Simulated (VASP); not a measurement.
# HfMg2C2 (P-4m2) in VASP: a series of runs

The runs below take HfMg2C2 through relaxation of cell and atoms, single point, with PBE.

Program: VASP 6.6.1. These are calculated values, not measurements. Logs are shortened: lines on timing, memory, paths and dates and some standing lists are left out, and cuts for length are marked.

### Step 1. The cell of the first run

The structure is tetragonal, space group P-4m2 (No. 115). The conventional cell has a = 3.664 Å, b = 3.664 Å, c = 5.479 Å, α = 90.00°, β = 90.00°, γ = 90.00°. Within 3.0 Å of Mg (site symmetry -4m2) lie 4 C at 2.29 Å and 4 Mg at 2.59 Å. Mg (site symmetry -4m2) has 4 C at 2.29 Å and 4 Mg at 2.59 Å and 2 Hf at 2.74 Å within 3.0 Å. Hf (site symmetry -4m2) has 4 C at 2.28 Å and 2 Mg at 2.74 Å within 3.0 Å. Within 3.0 Å of C (site symmetry 2mm) lie 2 Hf at 2.28 Å and 4 Mg at 2.29 Å.

### Step 2. Relaxation of cell and atoms, PBE (atoms taken out)

INCAR reads:

```
PREC = Accurate ; ENCUT = 600
EDIFF = 1E-6 ; ISMEAR = 0
SIGMA = 0.1 ; LREAL = False
LASPH = True ; NELM = 60
ALGO = Normal ; ISIF = 3
LWAVE = False ; LCHARG = False
GGA = PE ; IBRION = 2
NSW = 90 ; EDIFFG = -0.04
```

KPOINTS reads:

```
regular mesh
0
Gamma
  6 6 4
```

POSCAR reads:

```
HfMg2C2
1.0
    3.6644207733      0.0000000000      0.0000000000
    0.0000000000      3.6644207733      0.0000000000
    0.0000000000      0.0000000000      5.4793282601
Mg Hf C
2 1 2
Direct
    0.0000000000      0.0000000000      0.0000000000
    0.5000000000      0.5000000000      0.0000000000
    0.5000000000      0.5000000000      0.5000000000
    0.5000000000      0.0000000000      0.7479978303
    0.0000000000      0.5000000000      0.2520021697
```

Potentials or basis: VASP PAW PBE potentials, release 64 (Mg, Hf_pv, C).

Launch:

```
cat potpaw_PBE.64/Mg/POTCAR potpaw_PBE.64/Hf_pv/POTCAR potpaw_PBE.64/C/POTCAR > POTCAR
mpirun -np 1 vasp_std > vasp.out
```

OUTCAR:

```text
PREC = Accurate
   ENCUT = 600
   EDIFF = 1E-6
   ISMEAR = 0
   LREAL = False
   LASPH = True
   NELM = 60
   ISIF = 3
   GGA = PE
   IBRION = 2
   NSW = 90
   EDIFFG = -0.04

 ion  position               nearest neighbor table
   1  0.000  0.000  0.000-   4 2.29   5 2.29   5 2.29   4 2.29   2 2.59   2 2.59   2 2.59   2 2.59

   2  0.500  0.500  0.000-   4 2.29   5 2.29   4 2.29   5 2.29   1 2.59   1 2.59   1 2.59   1 2.59
                             3 2.74   3 2.74
   3  0.500  0.500  0.500-   4 2.28   5 2.28   4 2.28   5 2.28   2 2.74   2 2.74
   4  0.500  0.000  0.748-   3 2.28   3 2.28   1 2.29   2 2.29   2 2.29   1 2.29
   5  0.000  0.500  0.252-   3 2.28   3 2.28   1 2.29   1 2.29   2 2.29   2 2.29

  LATTYP: Found a simple tetragonal cell.
 ALAT       =     3.6644207733
 C/A-ratio  =     1.4952781351

  Lattice vectors:

 A1 = (   3.6644207733,   0.0000000000,   0.0000000000)
 A2 = (   0.0000000000,   3.6644207733,   0.0000000000)
 A3 = (   0.0000000000,   0.0000000000,   5.4793282601)

Analysis of symmetry for initial positions (statically):
=====================================================================
 Subroutine PRICEL returns:
 Original cell was already a primitive cell.

 Routine SETGRP: Setting up the symmetry group for a
 simple tetragonal supercell.

 Subroutine GETGRP returns: Found  8 space group operations
 (whereof  8 operations were pure point group operations)
 out of a pool of 16 trial point group operations.

The static configuration has the point symmetry D_2d.

Analysis of symmetry for dynamics (positions and initial velocities):
=====================================================================
 Subroutine PRICEL returns:
 Original cell was already a primitive cell.

 Routine SETGRP: Setting up the symmetry group for a
 simple tetragonal supercell.

 Subroutine GETGRP returns: Found  8 space group operations
 (whereof  8 operations were pure point group operations)
 out of a pool of 16 trial point group operations.

The dynamic configuration has the point symmetry D_2d.

 Subroutine INISYM returns: Found  8 space group operations
 (whereof  8 operations are pure point group operations),
 and found     1 'primitive' translations

----------------------------------------------------------------------------------------

                                     Primitive cell

  volume of cell :      73.5763

  direct lattice vectors                    reciprocal lattice vectors
     3.664420773  0.000000000  0.000000000     0.272894425  0.000000000  0.000000000
     0.000000000  3.664420773  0.000000000     0.000000000  0.272894425  0.000000000
     0.000000000  0.000000000  5.479328260     0.000000000  0.000000000  0.182504123

  length of vectors
     3.664420773  3.664420773  5.479328260     0.272894425  0.272894425  0.182504123

  position of ions in fractional coordinates (direct lattice)
     0.000000000  0.000000000  0.000000000
     0.500000000  0.500000000  0.000000000
     0.500000000  0.500000000  0.500000000
     0.500000000  0.000000000  0.747997830
     0.000000000  0.500000000  0.252002170

  ion indices of the primitive-cell ions
   primitive index   ion index
                 1           1
                 2           2
                 3           3
                 4           4
                 5           5

----------------------------------------------------------------------------------------

 KPOINTS: regular mesh

Automatic generation of k-mesh.
[... 85 lines left out ...]
     AMIX     =   0.40;   BMIX     =  1.00
     AMIX_MAG =   1.60;   BMIX_MAG =  1.00
  volume/ion in A,a.u.               =      14.72        99.30
  Fermi-wavevector in a.u.,A,eV,Ry     =   1.094720  2.068721 16.305384  1.198412
  Thomas-Fermi vector in A             =   2.231030
   LORBIT       =      0    0 simple, 1 ext, 2 COOP (PROOUT), +10 PAW based schemes
   GGA     = PE    functional components
   LHFCALC =     F    Hartree Fock is set to
   AEXX    =    0.0000 exact exchange contribution
   IVDW    =     0    specifies the selected vdW correction
   LEPSILON=     F    determine dielectric tensor
   LRPA    =     F    only Hartree local field effects (RPA)
 conjugate gradient relaxation of ions
 non-spin polarized calculation
 Gauss-broadening in eV      SIGMA  =   0.10
  energy-cutoff  :      600.00
  volume of cell :       73.58
 maximum number of plane-waves:      2486
 NGX is ok and might be reduce to    30
   NGX = 15   NGY = 15   NGZ = 21

--------------------------------------- Ionic step        1  -------------------------------------------

 number of electron      22.0000003 magnetization

 Free energy of the ion-electron system (eV)
  ---------------------------------------------------
  ext. energy  EPLUGINS =         0.00000000
  ---------------------------------------------------
  free energy    TOTEN  =       -30.23479979 eV

  energy without entropy =      -30.23479115  energy(sigma->0) =      -30.23479547

------------------------ aborting loop because EDIFF is reached ----------------------------------------

  FORCE on cell =-STRESS in cart. coord.  units (eV):
  Direction    XX          YY          ZZ          XY          YZ          ZX
  --------------------------------------------------------------------------------------
  -------------------------------------------------------------------------------------
  Total       -0.2744732     -0.2744732     -0.0530760      0.0000000      0.0000000      0.0000000
  in kB       -5.9768516     -5.9768516     -1.1557678      0.0000000      0.0000000      0.0000000
  external PRESSURE =      -4.3698236 kB  Pullay stress =       0.0000000 kB

 VOLUME and BASIS-vectors are now :
 -----------------------------------------------------------------------------
  energy-cutoff  :      600.00
  volume of cell :       73.58
      direct lattice vectors                 reciprocal lattice vectors
     3.664420773  0.000000000  0.000000000     0.272894425  0.000000000  0.000000000
     0.000000000  3.664420773  0.000000000     0.000000000  0.272894425  0.000000000
     0.000000000  0.000000000  5.479328260     0.000000000  0.000000000  0.182504123

 POSITION                                       TOTAL-FORCE (eV/Angst)
 -----------------------------------------------------------------------------------
      0.00000      0.00000      0.00000        -0.000000     -0.000000     -0.000000
      1.83221      1.83221      0.00000        -0.000000     -0.000000     -0.000000
      1.83221      1.83221      2.73966        -0.000000      0.000000     -0.000000
      1.83221      0.00000      4.09853         0.000000     -0.000000      0.006961
      0.00000      1.83221      1.38080        -0.000000     -0.000000     -0.006961
 -----------------------------------------------------------------------------------
    total drift:                                0.000000      0.000000      0.000000

  FREE ENERGIE OF THE ION-ELECTRON SYSTEM (eV)
  ---------------------------------------------------
  free  energy   TOTEN  =       -30.2347997928 eV

  energy  without entropy=      -30.2347911517  energy(sigma->0) =      -30.23479547

--------------------------------------- Ionic step        2  -------------------------------------------

 number of electron      22.0000003 magnetization

 Free energy of the ion-electron system (eV)
  ---------------------------------------------------
  ext. energy  EPLUGINS =         0.00000000
  ---------------------------------------------------
  free energy    TOTEN  =       -30.23523765 eV

  energy without entropy =      -30.23522889  energy(sigma->0) =      -30.23523327

 E-fermi :   4.1046     XC(G=0): -10.2339

 val. band max:        3.8761408603   @ k =   0.0000   0.0000   0.5000
 cond. band min:       4.3465989644   @ k =   0.5000   0.3333   0.0000
 fundamental gap:      0.4704581041
 Fermi energy:         4.1046015919

 k-point     1 :       0.0000    0.0000    0.0000
  band No.  band energies     occupation
      1     -26.7444      2.00000
      2     -26.5112      2.00000
      3     -26.5112      2.00000
      4      -7.1796      2.00000
      5      -5.0509      2.00000
      6      -0.5232      2.00000
      7       1.8696      2.00000
      8       1.8696      2.00000
      9       1.9002      2.00000
     10       3.2899      2.00000
     11       3.2899      2.00000
     12       4.7755      0.00000
     13       5.3607      0.00000
     14       5.9208      0.00000
[... 401 lines left out ...]
      2     -26.6269      2.00000
      3     -26.5031      2.00000
      4      -5.6015      2.00000
      5      -5.5680      2.00000
      6      -0.9479      2.00000
      7      -0.0334      2.00000
      8       1.7152      2.00000
      9       2.0453      2.00000
     10       2.7446      2.00000
     11       3.4284      2.00000
     12       6.7455      0.00000
     13       7.3238      0.00000
     14       7.5318      0.00000
     15       8.1792      0.00000

 [... further k-points ...]

------------------------ aborting loop because EDIFF is reached ----------------------------------------

  FORCE on cell =-STRESS in cart. coord.  units (eV):
  Direction    XX          YY          ZZ          XY          YZ          ZX
  --------------------------------------------------------------------------------------
  -------------------------------------------------------------------------------------
  Total        0.1063661      0.1063661      0.1094622      0.0000000      0.0000000     -0.0000000
  in kB        2.3297083      2.3297083      2.3975210      0.0000000      0.0000000     -0.0000000
  external PRESSURE =       2.3523125 kB  Pullay stress =       0.0000000 kB

 VOLUME and BASIS-vectors are now :
 -----------------------------------------------------------------------------
  energy-cutoff  :      600.00
  volume of cell :       73.15
      direct lattice vectors                 reciprocal lattice vectors
     3.654716424  0.000000000  0.000000000     0.273619040  0.000000000 -0.000000000
     0.000000000  3.654716424  0.000000000     0.000000000  0.273619040  0.000000000
     0.000000000  0.000000000  5.476522268    -0.000000000  0.000000000  0.182597632

 POSITION                                       TOTAL-FORCE (eV/Angst)
 -----------------------------------------------------------------------------------
      3.65472      3.65472      5.47652        -0.000000      0.000000      0.000000
      1.82736      1.82736      5.47652        -0.000000      0.000000      0.000000
      1.82736      1.82736      2.73826        -0.000000      0.000000      0.000000
      1.82736      3.65472      4.09676         0.000000     -0.000000      0.016457
      3.65472      1.82736      1.37976        -0.000000     -0.000000     -0.016457
 -----------------------------------------------------------------------------------
    total drift:                                0.000000     -0.000000      0.000000

  FREE ENERGIE OF THE ION-ELECTRON SYSTEM (eV)
  ---------------------------------------------------
  free  energy   TOTEN  =       -30.2352376495 eV

  energy  without entropy=      -30.2352288882  energy(sigma->0) =      -30.23523327

 reached required accuracy - stopping structural energy minimisation
```

Run time: 59 s. Hardware: 1 thread of Oxide Virtual Turin-like, shared host; peak memory 0.2 GiB.

Results:

- Free energy: -30.2352 eV
- Relaxed volume: 14.63 Å³/atom
- Relaxed cell: a = 3.655 Å, b = 3.655 Å, c = 5.477 Å, α = 90.00°, β = 90.00°, γ = 90.00°
- Space group after relaxing (to 0.1 Å): P-4m2 (No. 115)
- Energy gained by relaxing: 0.1 meV/atom
- Ionic steps: 2
- Pressure after relaxing: 0.2 GPa
- Largest force after relaxing: 0.016 eV/Å
- Band gap on the k mesh: 0.47 eV (least direct gap 0.63 eV)

Forces on the atoms (eV/Å):
```
Mg   0.000  0.000  0.000
Mg   0.000  0.000  0.000
Hf   0.000  0.000  0.000
C    0.000  0.000  0.016
C    0.000  0.000 -0.016
```

Step by step:
| step | energy change (eV) | largest force (eV/Å) | pressure (GPa) | volume (Å³) |
| --- | --- | --- | --- | --- |
| 1 | 0.0000 | 0.0070 | -0.44 | 73.58 |
| 2 | -0.0004 | 0.0165 | 0.24 | 73.15 |

Final structure:
```
Mg Hf C
1.0
     3.65472    0.00000    0.00000
     0.00000    3.65472    0.00000
     0.00000    0.00000    5.47652
Mg Hf C
2 1 2
Direct
  0.00000 0.00000 0.00000
  0.50000 0.50000 0.00000
  0.50000 0.50000 0.50000
  0.50000 0.00000 0.74806
  0.00000 0.50000 0.25194
```

Levels at points of the mesh, in eV from the valence-band top:
| k point | band 8 | band 9 | band 10 | band 11 | band 12 | band 13 | band 14 | band 15 |
| --- | --- | --- | --- | --- | --- | --- | --- | --- |
| (0.00, 0.00, 0.00) | -2.01 | -1.98 | -0.59 | -0.59 | 0.90 | 1.48 | 2.04 | 3.78 |
| (0.50, 0.00, 0.00) | -2.59 | -1.73 | -1.42 | -0.53 | 1.86 | 3.35 | 3.92 | 3.92 |
| (0.50, 0.50, 0.00) | -2.00 | -2.00 | -1.43 | -0.90 | 0.98 | 0.98 | 2.25 | 4.01 |
| (0.00, 0.00, 0.50) | -2.32 | -2.32 | 0.00 | 0.00 | 0.63 | 3.10 | 3.82 | 4.36 |
| (0.50, 0.00, 0.50) | -2.16 | -1.83 | -1.13 | -0.45 | 2.87 | 3.45 | 3.66 | 4.30 |
| (0.50, 0.50, 0.50) | -2.93 | -2.61 | -1.77 | -1.77 | 0.89 | 0.89 | 3.66 | 4.06 |

Caveat: the cell differs from its parent crystal (atoms taken out); spin-orbit coupling is left out, which moves the levels of the heavy elements.

### Step 3. Single point, PBE (atoms taken out)

INCAR reads:

```
SYSTEM = HfMg2C2
PREC = Accurate ; ENCUT = 520
EDIFF = 1E-6 ; ISMEAR = 0
SIGMA = 0.02 ; LREAL = .False.
LASPH = .True. ; NELM = 80
ALGO = Normal ; ISIF = 2
LWAVE = .False. ; LCHARG = .False.
GGA = PE ; NBANDS = 19
```

KPOINTS reads:

```
Automatic mesh
0
Gamma
  10 10 8
  0 0 0
```

POSCAR reads:

```
HfMg2C2
1.0
    3.6598340922      0.0000000000      0.0000000000
    0.0000000000      3.6598340922      0.0000000000
    0.0000000000      0.0000000000      5.4858515096
Mg Hf C
2 1 2
Direct
    0.0000000000      0.0000000000      0.0000000000
    0.5000000000      0.5000000000      0.0000000000
    0.5000000000      0.5000000000      0.5000000000
    0.5000000000      0.0000000000      0.7484209892
    0.0000000000      0.5000000000      0.2515790108
```

Potentials or basis: VASP PAW PBE potentials, release 64 (Mg, Hf_pv, C).

Launch:

```
cat potpaw_PBE.64/Mg/POTCAR potpaw_PBE.64/Hf_pv/POTCAR potpaw_PBE.64/C/POTCAR > POTCAR
mpirun -np 1 vasp_std > vasp.out
```

It took 1.8 min on 1 thread of Oxide Virtual Turin-like, shared host; peak memory 0.26 GiB.

It converged, with:

```
Free energy            : -30.2382 eV
Pressure               : -0.3 GPa
Largest force          : 0.021 eV/Å
Band gap on the k mesh : 0.46 eV (least direct gap 0.62 eV)
```

Forces on the atoms (eV/Å):
```
Mg   0.000  0.000  0.000
Mg   0.000  0.000  0.000
Hf   0.000  0.000  0.000
C    0.000  0.000 -0.021
C    0.000  0.000  0.021
```

Levels at points of the mesh, in eV from the valence-band top:
```csv
k point,band 9,band 10,band 11,band 12,band 13,band 14
"(0.00, 0.00, 0.00)",-1.96,-0.58,-0.58,0.90,1.47,2.02
"(0.50, 0.00, 0.00)",-1.72,-1.41,-0.53,1.86,3.34,3.89
"(0.50, 0.50, 0.00)",-1.99,-1.44,-0.90,0.98,0.98,2.23
"(0.00, 0.00, 0.50)",-2.30,0.00,0.00,0.62,3.07,3.79
"(0.50, 0.00, 0.50)",-1.82,-1.13,-0.44,2.86,3.43,3.64
"(0.50, 0.50, 0.50)",-2.61,-1.76,-1.76,0.89,0.89,3.65
```

Caveat: the cell differs from its parent crystal (atoms taken out); spin-orbit coupling is left out, which moves the levels of the heavy elements. A k mesh can miss the band edges.

### Step 4. Relaxation of cell and atoms, PBE (atoms taken out)

INCAR reads:

```
SYSTEM = HfMg2C2
PREC = Accurate
ENCUT = 600
EDIFF = 1E-6
ISMEAR = 0
SIGMA = 0.02
LREAL = .False.
LASPH = .True.
NELM = 100
ALGO = Normal
ISIF = 3
LWAVE = .False.
LCHARG = .False.
GGA = PE
IBRION = 2
NSW = 100
EDIFFG = -0.01
```

KPOINTS is that of step 3.

POSCAR reads:

```
HfMg2C2
1.0
    3.6644207733      0.0000000000      0.0000000000
    0.0000000000      3.6644207733      0.0000000000
    0.0000000000      0.0000000000      5.4793282601
Mg Hf C
2 1 2
Direct
    0.0000000000      0.0000000000      0.0000000000
    0.5000000000      0.5000000000      0.0000000000
    0.5000000000      0.5000000000      0.5000000000
    0.5000000000      0.0000000000      0.7479978303
    0.0000000000      0.5000000000      0.2520021697
```

Launch:

```
cat potpaw_PBE.64/Mg/POTCAR potpaw_PBE.64/Hf_pv/POTCAR potpaw_PBE.64/C/POTCAR > POTCAR
mpirun -np 1 vasp_std > vasp.out
```

Wall time 6.5 min (1 thread of Oxide Virtual Turin-like, shared host); peak memory 0.3 GiB.

It converged, with:

- Free energy: -30.2399 eV
- Relaxed volume: 14.66 Å³/atom
- Relaxed cell: a = 3.657 Å, b = 3.657 Å, c = 5.482 Å, α = 90.00°, β = 90.00°, γ = 90.00°
- Space group after relaxing (to 0.1 Å): P-4m2 (No. 115)
- Energy gained by relaxing: 0.1 meV/atom
- Ionic steps: 7
- Pressure after relaxing: 0.0 GPa
- Largest force after relaxing: 0.005 eV/Å
- Band gap on the k mesh: 0.46 eV (least direct gap 0.63 eV)

Forces on the atoms (eV/Å):
```
Mg   0.000  0.000  0.000
Mg   0.000  0.000  0.000
Hf   0.000  0.000  0.000
C    0.000  0.000  0.005
C    0.000  0.000 -0.005
```

The path:
```
step  energy change (eV)  largest force (eV/Å)  pressure (GPa)  volume (Å³)
   1              0.0000                0.0088           -0.45        73.58
   2             -0.0005                0.0178            0.24        73.14
   3             -0.0006                0.0152            0.05        73.26
   4             -0.0006                0.0149            0.06        73.26
   5             -0.0005                0.0118           -0.20        73.42
   6             -0.0006                0.0146            0.04        73.27
   7             -0.0006                0.0047           -0.03        73.30
```

Final structure:
```yaml
crystal:
  lattice:
    - [3.65672, 0.00000, 0.00000]
    - [0.00000, 3.65672, 0.00000]
    - [0.00000, 0.00000, 5.48161]
  atoms:
    - { symbol: Mg, position: [0.00000, 0.00000, 0.00000] }
    - { symbol: Mg, position: [0.50000, 0.50000, 0.00000] }
    - { symbol: Hf, position: [0.50000, 0.50000, 0.50000] }
    - { symbol: C, position: [0.50000, 0.00000, 0.74817] }
    - { symbol: C, position: [0.00000, 0.50000, 0.25183] }
```

Levels at points of the mesh, in eV from the valence-band top:
```
           k point  band 7  band 8  band 9  band 10  band 11  band 12  band 13  band 14  band 15
(0.00, 0.00, 0.00)   -2.00   -2.00   -1.97    -0.58    -0.58     0.90     1.48     2.04     3.78
(0.50, 0.00, 0.00)   -3.93   -2.59   -1.72    -1.42    -0.53     1.86     3.35     3.91     3.91
(0.50, 0.50, 0.00)   -3.78   -1.99   -1.99    -1.44    -0.90     0.98     0.98     2.24     4.01
(0.00, 0.00, 0.50)   -2.76   -2.31   -2.31     0.00     0.00     0.63     3.09     3.81     4.35
(0.50, 0.00, 0.50)   -3.90   -2.16   -1.83    -1.13    -0.45     2.87     3.44     3.65     4.29
(0.50, 0.50, 0.50)   -3.05   -2.92   -2.61    -1.77    -1.77     0.89     0.89     3.66     4.06
```

Caveat: the cell differs from its parent crystal (atoms taken out); spin-orbit coupling is left out, which moves the levels of the heavy elements.

### Step 5. Summary

```csv
task,cell,k mesh,cutoff (eV),smearing,gap on the mesh (eV),pressure (GPa),relaxed volume (Å³/atom),largest force (eV/Å)
relaxation of cell and atoms,"relaxed from a = 3.664, b = 3.664, c = 5.479 Å, 5 atoms, atomic positions A",6 × 6 × 4,600,gaussian 0.1 eV,0.47,0.2,14.63,0.02
single point,"a = 3.660, b = 3.660, c = 5.486 Å, 5 atoms, atomic positions B",10 × 10 × 8,520,gaussian 0.02 eV,0.46,-0.3,-,0.02
relaxation of cell and atoms,"relaxed from a = 3.664, b = 3.664, c = 5.479 Å, 5 atoms, atomic positions A",10 × 10 × 8,600,gaussian 0.02 eV,0.46,0.0,14.66,-
```

Alike in all rows: level PBE; potentials or basis VASP PAW PBE potentials, release 64 (Mg, Hf_pv, C); no spin polarisation.

Caveats: spin-orbit coupling is left out, which moves the levels of the heavy elements.

Absolute energies hang on the potentials; compare differences alone.
